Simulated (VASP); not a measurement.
# AlN (P6_3/mmc) in VASP: further runs

AlN is run at these levels: r2SCAN; tasks: single point.

Everything below comes from runs of VASP 6.6.1. Logs are shortened: lines on timing, memory, paths and dates and some standing lists are left out, and cuts for length are marked.

## (1) The cell of the first run

Symmetry: P6_3/mmc, No. 194, hexagonal system. Conventional cell: a = 3.174 Å, b = 3.174 Å, c = 4.013 Å, α = 90.00°, β = 90.00°, γ = 120.00°. Within 2.4 Å of Al (site symmetry -6m2) lie 5 N at 1.83 to 2.01 Å. Within 2.4 Å of N (site symmetry -6m2) lie 5 Al at 1.83 to 2.01 Å.

## (2) Single point, r2SCAN

The input, POSCAR:

```
AlN
1.0
    3.1739476743      0.0000000000      0.0000000000
   -1.5869738371      2.7487187448      0.0000000000
    0.0000000000      0.0000000000      4.0128745022
Al N
2 2
Direct
    0.3333333333      0.6666666667      0.7500000000
    0.6666666667      0.3333333333      0.2500000000
    0.3333333333      0.6666666667      0.2500000000
    0.6666666667      0.3333333333      0.7500000000
```

The input, INCAR.step1:

```
SYSTEM = AlN
PREC = Accurate
ENCUT = 520
ISMEAR = 0
SIGMA = 0.01
LREAL = .False.
LASPH = .True.
NELM = 60
NBANDS = 16
GGA = PE
ALGO = Normal
EDIFF = 1E-4
LWAVE = .True.
LCHARG = .False.
```

The input, INCAR.step2:

```
SYSTEM = AlN
PREC = Accurate
ENCUT = 520
EDIFF = 1E-7
ISMEAR = 0
SIGMA = 0.01
LREAL = .False.
LASPH = .True.
NELM = 60
ALGO = Normal
ISIF = 2
LWAVE = .False.
LCHARG = .False.
METAGGA = R2SCAN
LMIXTAU = .True.
NBANDS = 16
ISTART = 1
```

The input, KPOINTS:

```
regular mesh
0
Gamma
  12 12 6
  0 0 0
```

Potentials or basis: VASP PAW PBE potentials, release 64 (Al, N).

Command:

```console
> cat potpaw_PBE.64/Al/POTCAR potpaw_PBE.64/N/POTCAR > POTCAR
> cp INCAR.step1 INCAR
> mpirun -np 1 vasp_std > vasp.out
> cp INCAR.step2 INCAR
> mpirun -np 1 vasp_std > vasp.out
```

OUTCAR:

```text
SYSTEM = AlN
   PREC = Accurate
   ENCUT = 520
   EDIFF = 1E-7
   ISMEAR = 0
   LREAL = .False.
   LASPH = .True.
   NELM = 60
   ISIF = 2
   METAGGA = R2SCAN
   ISTART = 1

 ion  position               nearest neighbor table
   1  0.333  0.667  0.750-   4 1.83   4 1.83   4 1.83   3 2.01   3 2.01   2 2.72   2 2.72   2 2.72
                             2 2.72   2 2.72   2 2.72
   2  0.667  0.333  0.250-   3 1.83   3 1.83   3 1.83   4 2.01   4 2.01   1 2.72   1 2.72   1 2.72
                             1 2.72   1 2.72   1 2.72
   3  0.333  0.667  0.250-   2 1.83   2 1.83   2 1.83   1 2.01   1 2.01
   4  0.667  0.333  0.750-   1 1.83   1 1.83   1 1.83   2 2.01   2 2.01

  LATTYP: Found a hexagonal cell.
 ALAT       =     3.1739476743
 C/A-ratio  =     1.2643165276

  Lattice vectors:

 A1 = (   3.1739476743,   0.0000000000,   0.0000000000)
 A2 = (  -1.5869738371,   2.7487187448,   0.0000000000)
 A3 = (   0.0000000000,   0.0000000000,   4.0128745022)

Analysis of symmetry for initial positions (statically):
=====================================================================
 Subroutine PRICEL returns:
 Original cell was already a primitive cell.

 Routine SETGRP: Setting up the symmetry group for a
 hexagonal supercell.

 Subroutine GETGRP returns: Found 24 space group operations
 (whereof 12 operations were pure point group operations)
 out of a pool of 24 trial point group operations.

The static configuration has the point symmetry D_3d.
 The point group associated with its full space group is D_6h.

Analysis of symmetry for dynamics (positions and initial velocities):
=====================================================================
 Subroutine PRICEL returns:
 Original cell was already a primitive cell.

 Routine SETGRP: Setting up the symmetry group for a
 hexagonal supercell.

 Subroutine GETGRP returns: Found 24 space group operations
 (whereof 12 operations were pure point group operations)
 out of a pool of 24 trial point group operations.

The dynamic configuration has the point symmetry D_3d.
 The point group associated with its full space group is D_6h.

 Subroutine INISYM returns: Found 24 space group operations
 (whereof 12 operations are pure point group operations),
 and found     1 'primitive' translations

----------------------------------------------------------------------------------------

                                     Primitive cell

  volume of cell :      35.0095

  direct lattice vectors                    reciprocal lattice vectors
     3.173947674  0.000000000  0.000000000     0.315065055  0.181902932  0.000000000
    -1.586973837  2.748718745  0.000000000     0.000000000  0.363805865  0.000000000
     0.000000000  0.000000000  4.012874502     0.000000000  0.000000000  0.249197925

  length of vectors
     3.173947674  3.173947179  4.012874502     0.363805808  0.363805865  0.249197925

  position of ions in fractional coordinates (direct lattice)
     0.333333333  0.666666667  0.750000000
     0.666666667  0.333333333  0.250000000
     0.333333333  0.666666667  0.250000000
     0.666666667  0.333333333  0.750000000

  ion indices of the primitive-cell ions
   primitive index   ion index
                 1           1
                 2           2
                 3           3
                 4           4

----------------------------------------------------------------------------------------

 KPOINTS: regular mesh

Automatic generation of k-mesh.
 Grid dimensions read from file:
 generate k-points for:   12   12    6

 Generating k-lattice:

  Cartesian coordinates                     Fractional coordinates (reciprocal lattice)
     0.026255421  0.015158578  0.000000000     0.083333333  0.000000000  0.000000000
     0.000000000  0.030317155  0.000000000     0.000000000  0.083333333  0.000000000
     0.000000000  0.000000000  0.041532988     0.000000000  0.000000000  0.166666667

  Length of vectors
     0.030317151  0.030317155  0.041532988

  Shift w.r.t. Gamma in fractional coordinates (k-lattice)
     0.000000000  0.000000000  0.000000000

 Subroutine IBZKPT returns following result:
 ===========================================

 Found     76 irreducible k-points:

 Following reciprocal coordinates:
            Coordinates               Weight
  0.000000  0.000000  0.000000      1.000000
  0.083333  0.000000  0.000000      6.000000
  0.166667  0.000000  0.000000      6.000000
  0.250000  0.000000  0.000000      6.000000
  0.333333 -0.000000  0.000000      6.000000
  0.416667 -0.000000  0.000000      6.000000
[... 16 lines left out ...]
  0.250000  0.000000  0.166667     12.000000
  0.333333 -0.000000  0.166667     12.000000
 [... further k-points ...]
   k-points           NKPTS =     76   k-points in BZ     NKDIM =     76   number of bands    NBANDS=     16
   number of dos      NEDOS =    301   number of ions     NIONS =      4
   total plane-waves  NPLWV =  17280
   dimension x,y,z NGX =    24 NGY =   24 NGZ =   30
   dimension x,y,z NGXF=    48 NGYF=   48 NGZF=   60
   ions per type =               2   2
   NGX,Y,Z   is equivalent  to a cutoff of  12.57, 12.57, 12.43 a.u.
   NGXF,Y,Z  is equivalent  to a cutoff of  25.14, 25.14, 24.86 a.u.
 SYSTEM =  AlN
   PREC   = accura    normal or accurate (medium, high low for compatibility)
   ISTART =      1    job   : 0-new  1-cont  2-samecut
   ICHARG =      0    charge: 1-file 2-atom 10-const
   ISPIN  =      1    spin polarized calculation?
   LNONCOLLINEAR =      F non collinear calculations
   LSORBIT =      F    spin-orbit coupling
   LASPH  =      T    aspherical Exc in radial PAW
   ENCUT  =  520.0 eV  38.22 Ry    6.18 a.u.   5.90  5.90  7.46*2*pi/ulx,y,z
   NELM   =     60;   NELMIN=  2; NELMDL=  0     # of ELM steps
   EDIFF  = 0.1E-06   stopping-criterion for ELM
   LREAL  =      F    real-space projection
   EDIFFG = 0.1E-05   stopping-criterion for IOM
   NSW    =      0    number of steps for IOM
   IBRION =     -1    ionic relax: 0-MD 1-quasi-New 2-CG
   NFREE  =      0    steps in history (QN), initial steepest desc. (CG)
   ISIF   =      2    stress and relaxation
   ISYM   =      2    0-nonsym 1-usesym 2-fastsym
   POTIM  = 0.5000    time-step for ionic-motion
   TEBEG  =    0.0;   TEEND  =   0.0 temperature during run
   PSTRESS=    0.0 pullay stress
   NELECT =      16.0000    total number of electrons
   NUPDOWN=      -1.0000    fix difference up-down
   EMIN   =  10.00;   EMAX   =-10.00  energy-range for DOS
   EFERMI =   0.00;   METHOD = LEGACY
   ISMEAR =     0;   SIGMA  =   0.01  broadening in eV -4-tet -1-fermi 0-gaus
   EFERMI_NEDOS =   21; number of points for ismear=-14 and -15
   IALGO  =     38    algorithm
   IMIX   =      4    mixing-type and parameters
     AMIX     =   0.40;   BMIX     =  1.00
     AMIX_MAG =   1.60;   BMIX_MAG =  1.00
  volume/ion in A,a.u.               =       8.75        59.06
  Fermi-wavevector in a.u.,A,eV,Ry     =   1.261013  2.382969 21.635360  1.590154
  Thomas-Fermi vector in A             =   2.394494
   LORBIT       =      0    0 simple, 1 ext, 2 COOP (PROOUT), +10 PAW based schemes
   METAGGA = R2SCAN    functional components
   LHFCALC =     F    Hartree Fock is set to
   AEXX    =    0.0000 exact exchange contribution
   IVDW    =     0    specifies the selected vdW correction
   LEPSILON=     F    determine dielectric tensor
   LRPA    =     F    only Hartree local field effects (RPA)
 non-spin polarized calculation
 Gauss-broadening in eV      SIGMA  =   0.01
  energy-cutoff  :      520.00
  volume of cell :       35.01
 maximum number of plane-waves:       964
 NGX is ok and might be reduce to    24
   NGX = 11   NGY = 11   NGZ = 15

 number of electron      16.0000003 magnetization

 Free energy of the ion-electron system (eV)
  ---------------------------------------------------
  ext. energy  EPLUGINS =         0.00000000
  ---------------------------------------------------
  free energy    TOTEN  =       -37.69864844 eV

  energy without entropy =      -37.69864844  energy(sigma->0) =      -37.69864844

 E-fermi :   9.3762     XC(G=0): -12.3003

 val. band max:        9.2786388886   @ k =   0.0000   0.0000   0.0000
 cond. band min:      14.1360285778   @ k =   0.0000   0.0000   0.0000
 fundamental gap:      4.8573896892
 Fermi energy:         9.3762205201

 k-point     1 :       0.0000    0.0000    0.0000
  band No.  band energies     occupation
      1      -9.4432      2.00000
      2      -5.1662      2.00000
      3       1.3767      2.00000
      4       5.4676      2.00000
      5       5.4676      2.00000
      6       7.3007      2.00000
[... 8 lines left out ...]
     15      22.5559      0.00000
     16      22.5560      0.00000

 k-point     2 :       0.0833    0.0000    0.0000
  band No.  band energies     occupation
      1      -9.3516      2.00000
      2      -5.1641      2.00000
      3       1.4728      2.00000
      4       5.1670      2.00000
      5       5.3349      2.00000
      6       7.0254      2.00000
[... 8 lines left out ...]
     15      22.2797      0.00000
     16      22.7915      0.00000

 k-point     3 :       0.1667    0.0000    0.0000
  band No.  band energies     occupation
      1      -9.0832      2.00000
      2      -5.1750      2.00000
      3       1.7569      2.00000
      4       4.4092      2.00000
      5       5.0261      2.00000
      6       6.4058      2.00000
[... 8 lines left out ...]
     15      21.6909      0.00000
     16      23.3529      0.00000

 k-point     4 :       0.2500    0.0000    0.0000
  band No.  band energies     occupation
      1      -8.6594      2.00000
      2      -5.2470      2.00000
      3       2.2144      2.00000
      4       3.5047      2.00000
      5       4.6809      2.00000
      6       5.7268      2.00000
[... 8 lines left out ...]
     15      21.2398      0.00000
     16      23.8955      0.00000
[... 324 lines left out ...]
 k-point    22 :       0.1667    0.0000    0.1667
  band No.  band energies     occupation
      1      -8.8949      2.00000
      2      -5.5749      2.00000
      3       2.0905      2.00000
      4       4.7211      2.00000
      5       5.1599      2.00000
      6       6.0170      2.00000
[... 8 lines left out ...]
     15      22.2269      0.00000
     16      23.3322      0.00000

 k-point    23 :       0.2500    0.0000    0.1667
  band No.  band energies     occupation
      1      -8.4810      2.00000
      2      -5.5489      2.00000
      3       2.0745      2.00000
      4       4.1174      2.00000
      5       4.8293      2.00000
      6       5.2579      2.00000
[... 8 lines left out ...]
     15      21.9863      0.00000
     16      23.9025      0.00000

 k-point    24 :       0.3333   -0.0000    0.1667
  band No.  band energies     occupation
      1      -7.9621      2.00000
      2      -5.6200      2.00000
      3       1.8561      2.00000
      4       3.7829      2.00000
      5       4.5475      2.00000
      6       4.7177      2.00000
[... 8 lines left out ...]
     15      22.8447      0.00000
     16      24.3719      0.00000

 [... further k-points ...]
[... 5 lines left out ...]
  --------------------------------------------------------------------------------------
  -------------------------------------------------------------------------------------
  Total        6.7751487      6.7751459      5.1044939      0.0000000      0.0000000      0.0000000
  in kB      310.0585919    310.0584629    233.6025759      0.0000000      0.0000000      0.0000000
  external PRESSURE =     284.5732102 kB  Pullay stress =       0.0000000 kB

 VOLUME and BASIS-vectors are now :
 -----------------------------------------------------------------------------
  energy-cutoff  :      520.00
  volume of cell :       35.01
      direct lattice vectors                 reciprocal lattice vectors
     3.173947674  0.000000000  0.000000000     0.315065055  0.181902932  0.000000000
    -1.586973837  2.748718745  0.000000000     0.000000000  0.363805865  0.000000000
     0.000000000  0.000000000  4.012874502     0.000000000  0.000000000  0.249197925

 POSITION                                       TOTAL-FORCE (eV/Angst)
 -----------------------------------------------------------------------------------
     -0.00000      1.83248      3.00966        -0.000000     -0.000000      0.000000
      1.58697      0.91624      1.00322        -0.000000      0.000000      0.000000
     -0.00000      1.83248      1.00322         0.000000      0.000000      0.000000
      1.58697      0.91624      3.00966         0.000000      0.000000      0.000000
 -----------------------------------------------------------------------------------
    total drift:                               -0.000000      0.000000     -0.000000

  FREE ENERGIE OF THE ION-ELECTRON SYSTEM (eV)
  ---------------------------------------------------
  free  energy   TOTEN  =       -37.6986484357 eV

  energy  without entropy=      -37.6986484357  energy(sigma->0) =      -37.69864844
```

Wall time 3.2 min (1 thread of AMD EPYC 7R43 (Zen 3), shared host); peak memory 0.13 GiB.

Results:

| Quantity | Value |
| --- | --- |
| Free energy | -37.6986 eV |
| Pressure | 28.5 GPa |
| Band gap on the k mesh | 4.86 eV, direct |

Caveat: the PAW data sets were made with another functional, which shifts forces and pressure a little. r2SCAN opens gaps a little over a GGA but as a rule still falls short of measured ones.

[end of part 1 of 3]
